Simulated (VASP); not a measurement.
# Ga (I4/mmm) in VASP: relaxation of cell and atoms with PBE

Aim: the relaxation of cell and atoms of Ga with PBE.

All numbers are computed with VASP 6.6.1; they aren't measurements. Logs are shortened: lines on timing, memory, paths and dates and some standing lists are left out, and cuts for length are marked.

### Step 1. The cell of the first run

The typed cell holds 3 atoms: a = 2.989 Å, b = 4.226 Å, c = 5.177 Å, α = 114.08°, β = 106.78°, γ = 90.00°.

### Step 2. Relaxation of cell and atoms, PBE

INCAR

```
SYSTEM = Ga
PREC = Accurate
ENCUT = 600
EDIFF = 1E-7
ISMEAR = 0
SIGMA = 0.1
LREAL = .FALSE.
LASPH = .TRUE.
NELM = 60
ALGO = Fast
ISIF = 3
LWAVE = .FALSE.
LCHARG = .FALSE.
GGA = PE
IBRION = 2
NSW = 80
EDIFFG = -0.015
```

KPOINTS

```
Automatic mesh
0
G
  14 14 14
  0 0 0
```

POSCAR

```
Ga
1.0
   -2.9892831463      0.0000000000      0.0000000000
    0.0000000000      0.0000000000     -4.2255233856
    1.4946415731     -4.4839247194      2.1127616928
Ga
3
Direct
    0.6666666667      0.6666666667      0.3333333333
    0.3333333333      0.3333333333      0.6666666667
    0.0000000000      0.0000000000      0.0000000000
```

Potentials or basis: VASP PAW PBE potentials, release 64 (Ga_d).

The run is started by

```console
$ cat potpaw_PBE.64/Ga_d/POTCAR > POTCAR
$ mpirun -np 1 vasp_std > vasp.out
```

OUTCAR:

```text
SYSTEM = Ga
   PREC = Accurate
   ENCUT = 600
   EDIFF = 1E-7
   ISMEAR = 0
   LREAL = .FALSE.
   LASPH = .TRUE.
   NELM = 60
   ISIF = 3
   GGA = PE
   IBRION = 2
   NSW = 80
   EDIFFG = -0.015

 ion  position               nearest neighbor table
   1  0.667  0.667  0.333-
   2  0.333  0.333  0.667-
   3  0.000  0.000  0.000-

  LATTYP: Found a body centered orthorhombic cell.
 ALAT       =     2.9892831463
 B/A-ratio  =     1.4135574246
 C/A-ratio  =     3.0000000000

  Lattice vectors:

 A1 = (  -1.4946415731,   4.4839247194,  -2.1127616928)
 A2 = (   1.4946415732,   4.4839247194,   2.1127616928)
 A3 = (   1.4946415731,  -4.4839247194,  -2.1127616928)

Analysis of symmetry for initial positions (statically):
=====================================================================
 Subroutine PRICEL returns following result:

  LATTYP: Found a body centered tetragonal cell.
 ALAT       =     2.9892831464
 C/A-ratio  =     1.4135574245

  Lattice vectors:

 A1 = (   1.4946415730,  -1.4946415730,   2.1127616926)
 A2 = (  -1.4946415730,   1.4946415730,   2.1127616930)
 A3 = (  -1.4946415729,  -1.4946415734,  -2.1127616924)

   3 primitive cells build up your supercell.

 Routine SETGRP: Setting up the symmetry group for a
 body centered orthorhombic supercell.

 Subroutine GETGRP returns: Found  8 space group operations
 (whereof  8 operations were pure point group operations)
 out of a pool of  8 trial point group operations.

The static configuration has the point symmetry D_2h.

Analysis of symmetry for dynamics (positions and initial velocities):
=====================================================================
 Subroutine PRICEL returns following result:

  LATTYP: Found a body centered tetragonal cell.
 ALAT       =     2.9892831464
 C/A-ratio  =     1.4135574245

  Lattice vectors:

 A1 = (   1.4946415730,  -1.4946415730,   2.1127616926)
 A2 = (  -1.4946415730,   1.4946415730,   2.1127616930)
 A3 = (  -1.4946415729,  -1.4946415734,  -2.1127616924)

   3 primitive cells build up your supercell.

 Routine SETGRP: Setting up the symmetry group for a
 body centered orthorhombic supercell.

 Subroutine GETGRP returns: Found  8 space group operations
 (whereof  8 operations were pure point group operations)
 out of a pool of  8 trial point group operations.

The dynamic configuration has the point symmetry D_2h.

 Subroutine INISYM returns: Found  8 space group operations
 (whereof  8 operations are pure point group operations),
 and found     3 'primitive' translations

----------------------------------------------------------------------------------------

                                     Primitive cell

  volume of cell :      18.8792

  direct lattice vectors                    reciprocal lattice vectors
     1.494641573 -1.494641573  2.112761693     0.000000000 -0.334528364  0.236657074
    -1.494641573  1.494641573  2.112761693    -0.334528364  0.000000000  0.236657074
    -1.494641573 -1.494641573 -2.112761692    -0.334528364 -0.334528364  0.000000000

  length of vectors
     2.988589773  2.988589774  2.988589773     0.409775300  0.409775300  0.473094549

  position of ions in fractional coordinates (direct lattice)
     1.000000000  1.000000000  1.000000000

  ion indices of the primitive-cell ions
   primitive index   ion index
                 1           1

----------------------------------------------------------------------------------------

 KPOINTS: Automatic mesh

Automatic generation of k-mesh.
 Grid dimensions read from file:
 generate k-points for:   14   14   14

 Generating k-lattice:

  Cartesian coordinates                     Fractional coordinates (reciprocal lattice)
    -0.023894883 -0.007964961  0.000000000     0.071428571  0.000000000 -0.000000000
     0.000000000 -0.007964961 -0.016904077     0.000000000  0.071428571  0.000000000
     0.000000000 -0.015929922  0.000000000     0.000000000  0.000000000  0.071428571

  Length of vectors
     0.025187418  0.018686584  0.015929922

  Shift w.r.t. Gamma in fractional coordinates (k-lattice)
     0.000000000  0.000000000  0.000000000

 Subroutine IBZKPT returns following result:
 ===========================================

 Found    428 irreducible k-points:

 Following reciprocal coordinates:
            Coordinates               Weight
  0.000000  0.000000  0.000000      1.000000
  0.071429  0.000000 -0.000000      4.000000
  0.142857  0.000000  0.000000      4.000000
  0.214286  0.000000 -0.000000      4.000000
  0.285714  0.000000  0.000000      4.000000
  0.357143  0.000000  0.000000      4.000000
[... 16 lines left out ...]
  0.000000  0.142857  0.000000      4.000000
  0.071429  0.142857  0.000000      8.000000
 [... further k-points ...]
   k-points           NKPTS =    428   k-points in BZ     NKDIM =    428   number of bands    NBANDS=     23
   number of dos      NEDOS =    301   number of ions     NIONS =      3
   total plane-waves  NPLWV =  36288
   dimension x,y,z NGX =    24 NGY =   36 NGZ =   42
   dimension x,y,z NGXF=    48 NGYF=   72 NGZF=   84
   ions per type =               3
   NGX,Y,Z   is equivalent  to a cutoff of  13.35, 14.16, 13.49 a.u.
   NGXF,Y,Z  is equivalent  to a cutoff of  26.69, 28.33, 26.97 a.u.
 SYSTEM =  Ga
   PREC   = accura    normal or accurate (medium, high low for compatibility)
   ISTART =      0    job   : 0-new  1-cont  2-samecut
   ICHARG =      2    charge: 1-file 2-atom 10-const
   ISPIN  =      1    spin polarized calculation?
   LNONCOLLINEAR =      F non collinear calculations
   LSORBIT =      F    spin-orbit coupling
   LASPH  =      T    aspherical Exc in radial PAW
   ENCUT  =  600.0 eV  44.10 Ry    6.64 a.u.   5.97  8.44 10.34*2*pi/ulx,y,z
   NELM   =     60;   NELMIN=  2; NELMDL= -5     # of ELM steps
   EDIFF  = 0.1E-06   stopping-criterion for ELM
   LREAL  =      F    real-space projection
   EDIFFG = -.1E-01   stopping-criterion for IOM
   NSW    =     80    number of steps for IOM
   IBRION =      2    ionic relax: 0-MD 1-quasi-New 2-CG
   NFREE  =      1    steps in history (QN), initial steepest desc. (CG)
   ISIF   =      3    stress and relaxation
   ISYM   =      2    0-nonsym 1-usesym 2-fastsym
   POTIM  = 0.5000    time-step for ionic-motion
   TEBEG  =    0.0;   TEEND  =   0.0 temperature during run
   PSTRESS=    0.0 pullay stress
   NELECT =      39.0000    total number of electrons
   NUPDOWN=      -1.0000    fix difference up-down
   EMIN   =  10.00;   EMAX   =-10.00  energy-range for DOS
   EFERMI =   0.00;   METHOD = LEGACY
   ISMEAR =     0;   SIGMA  =   0.10  broadening in eV -4-tet -1-fermi 0-gaus
   EFERMI_NEDOS =   21; number of points for ismear=-14 and -15
   IALGO  =     68    algorithm
   IMIX   =      4    mixing-type and parameters
     AMIX     =   0.40;   BMIX     =  1.00
     AMIX_MAG =   1.60;   BMIX_MAG =  1.00
  volume/ion in A,a.u.               =      18.88       127.40
  Fermi-wavevector in a.u.,A,eV,Ry     =   1.445643  2.731869 28.434596  2.089884
  Thomas-Fermi vector in A             =   2.563802
   LORBIT       =      0    0 simple, 1 ext, 2 COOP (PROOUT), +10 PAW based schemes
   GGA     = PE    functional components
   LHFCALC =     F    Hartree Fock is set to
   AEXX    =    0.0000 exact exchange contribution
   IVDW    =     0    specifies the selected vdW correction
   LEPSILON=     F    determine dielectric tensor
   LRPA    =     F    only Hartree local field effects (RPA)
 conjugate gradient relaxation of ions
 non-spin polarized calculation
 RMM-DIIS sequential band-by-band and
 Gauss-broadening in eV      SIGMA  =   0.10
  energy-cutoff  :      600.00
  volume of cell :       56.64
 maximum number of plane-waves:      1918
   NGX = 11   NGY = 17   NGZ = 21

--------------------------------------- Ionic step        1  -------------------------------------------

 number of electron      39.0000006 magnetization

 Free energy of the ion-electron system (eV)
  ---------------------------------------------------
  ext. energy  EPLUGINS =         0.00000000
  ---------------------------------------------------
  free energy    TOTEN  =        -8.66361506 eV

  energy without entropy =       -8.65805750  energy(sigma->0) =       -8.66083628

------------------------ aborting loop because EDIFF is reached ----------------------------------------

  FORCE on cell =-STRESS in cart. coord.  units (eV):
  Direction    XX          YY          ZZ          XY          YZ          ZX
  --------------------------------------------------------------------------------------
  -------------------------------------------------------------------------------------
  Total        0.0050686      0.1442837     -0.0512040      0.0000000      0.0000000     -0.0000000
  in kB        0.1433824      4.0815209     -1.4484682      0.0000000      0.0000000     -0.0000000
  external PRESSURE =       0.9254784 kB  Pullay stress =       0.0000000 kB
[... 92 lines left out ...]
  FREE ENERGIE OF THE ION-ELECTRON SYSTEM (eV)
  ---------------------------------------------------
  free  energy   TOTEN  =        -8.6645410467 eV

  energy  without entropy=       -8.6587685939  energy(sigma->0) =       -8.66165482

[... ionic steps 4 to 12 ...]

--------------------------------------- Ionic step       13  -------------------------------------------

 number of electron      38.9999989 magnetization

------------------------ aborting loop because EDIFF is reached ----------------------------------------

  FORCE on cell =-STRESS in cart. coord.  units (eV):
  Direction    XX          YY          ZZ          XY          YZ          ZX
  --------------------------------------------------------------------------------------
  -------------------------------------------------------------------------------------
  Total        0.1368056      0.1278207      0.1576659      0.0000000      0.0000000      0.0000000
  in kB        3.8828403      3.6278297      4.4748991      0.0000000      0.0000000      0.0000000
  external PRESSURE =       3.9951897 kB  Pullay stress =       0.0000000 kB
[... 59 lines left out ...]
  energy  without entropy=       -8.6634376748  energy(sigma->0) =       -8.66616943

--------------------------------------- Ionic step       15  -------------------------------------------

 number of electron      38.9999993 magnetization

 Free energy of the ion-electron system (eV)
  ---------------------------------------------------
  ext. energy  EPLUGINS =         0.00000000
  ---------------------------------------------------
  free energy    TOTEN  =        -8.66922126 eV

  energy without entropy =       -8.66374562  energy(sigma->0) =       -8.66648344

 E-fermi :   5.5403     XC(G=0): -10.9930

 val. band max:        5.5396676067   @ k =   0.4286   0.3571   0.0714
 cond. band min:       5.5434661665   @ k =   0.2857   0.0000   0.3571
 fundamental gap:      0.0037985598
 Fermi energy:         5.5403376704

 k-point     1 :       0.0000    0.0000    0.0000
  band No.  band energies     occupation
      1      -9.4762      2.00000
      2      -9.4762      2.00000
      3      -9.4246      2.00000
      4      -9.3770      2.00000
      5      -9.3755      2.00000
      6      -9.3565      2.00000
[... 613 lines left out ...]
     22       9.0996      0.00000
     23      10.9740      0.00000

 [... further k-points ...]
[... 5 lines left out ...]
  --------------------------------------------------------------------------------------
  -------------------------------------------------------------------------------------
  Total       -0.0001379     -0.0008803      0.0119210     -0.0000000      0.0000000      0.0000000
  in kB       -0.0038844     -0.0247911      0.3357048     -0.0000000      0.0000000      0.0000000
  external PRESSURE =       0.1023431 kB  Pullay stress =       0.0000000 kB
[... 18 lines left out ...]
  FREE ENERGIE OF THE ION-ELECTRON SYSTEM (eV)
  ---------------------------------------------------
  free  energy   TOTEN  =        -8.6692212649 eV

  energy  without entropy=       -8.6637456211  energy(sigma->0) =       -8.66648344

 reached required accuracy - stopping structural energy minimisation
```

Wall time 37 min (1 thread of Intel Xeon 6975P-C (Granite Rapids), shared host); peak memory 0.62 GiB.

Results:

* Free energy: -8.6692 eV
* Relaxed volume: 18.96 Å³/atom
* Relaxed cell: a = 2.954 Å, b = 4.116 Å, c = 5.321 Å, α = 112.75°, β = 106.11°, γ = 90.00°
* Space group after relaxing (to 0.05 Å): Immm (No. 71)
* Energy gained by relaxing: 1.9 meV/atom
* Ionic steps: 15
* Pressure after relaxing: 0.0 GPa

The path:
```csv
step,energy change (eV),largest force (eV/Å),pressure (GPa),volume (Å³)
1,0.0000,0.0000,0.09,56.64
2,-0.0003,0.0000,0.05,56.73
3,-0.0009,0.0000,-0.20,56.99
4,-0.0010,0.0000,-0.33,57.12
5,-0.0013,0.0000,-0.29,57.08
6,-0.0020,0.0000,-0.17,56.97
7,-0.0035,0.0000,0.05,56.75
8,-0.0045,0.0000,0.55,56.28
9,-0.0048,0.0000,0.37,56.44
10,-0.0048,0.0000,0.41,56.40
11,-0.0050,0.0000,0.41,56.43
12,-0.0050,0.0000,0.40,56.46
13,-0.0050,0.0000,0.40,56.45
14,-0.0053,0.0000,0.42,56.56
15,-0.0056,0.0000,0.01,56.89
```

Final structure:
```
Ga
1.0
    -2.95392    0.00000    0.00000
     0.00000    0.00000   -4.11581
     1.47696   -4.67964    2.05791
Ga
3
Direct
  0.66667 0.66667 0.33333
  0.33333 0.33333 0.66667
  0.00000 0.00000 0.00000
```
